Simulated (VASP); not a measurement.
A run of VASP 6.6.1 is set up as follows.

Contents of INCAR:

```
SYSTEM = Co
PREC = Accurate ; ENCUT = 520
EDIFF = 1E-6 ; ISMEAR = 0
SIGMA = 0.1 ; LREAL = .False.
LASPH = .True. ; NELM = 150
ALGO = Normal ; ISIF = 2
LWAVE = .False. ; LCHARG = .True.
ISPIN = 2 ; MAGMOM = 1.84 1.84
LORBIT = 11 ; LMAXMIX = 4
GGA = PE ; LELF = .True.
LVHAR = .True. ; NBANDS = 20
```

KPOINTS

```
regular mesh
0
Gamma
  21 21 10
  0 0 0
```

File POSCAR:

```
Co
1.0
    2.4937685474      0.0000000000      0.0000000000
   -1.2468842737      2.1596669132      0.0000000000
    0.0000000000      0.0000000000      4.0330681214
Co
2
Direct
    0.3333333333      0.6666666667      0.2500000000
    0.6666666667      0.3333333333      0.7500000000
```

Potentials or basis: VASP PAW PBE potentials, release 64 (Co).

Command:

```bash
$ cat potpaw_PBE.64/Co/POTCAR > POTCAR
$ mpirun -np 1 vasp_std > vasp.out
```

Question: Predict the site moments.

Answer: Co +1.62 μB.

Question: Estimate the pressure.

Answer: -0.8 GPa.

Question: Predict the net moment.

Answer: 3.21 μB per cell.

Stress tensor (GPa, compression positive):
```
-0.79  0.00  0.00
 0.00 -0.79  0.00
 0.00  0.00 -0.93
```
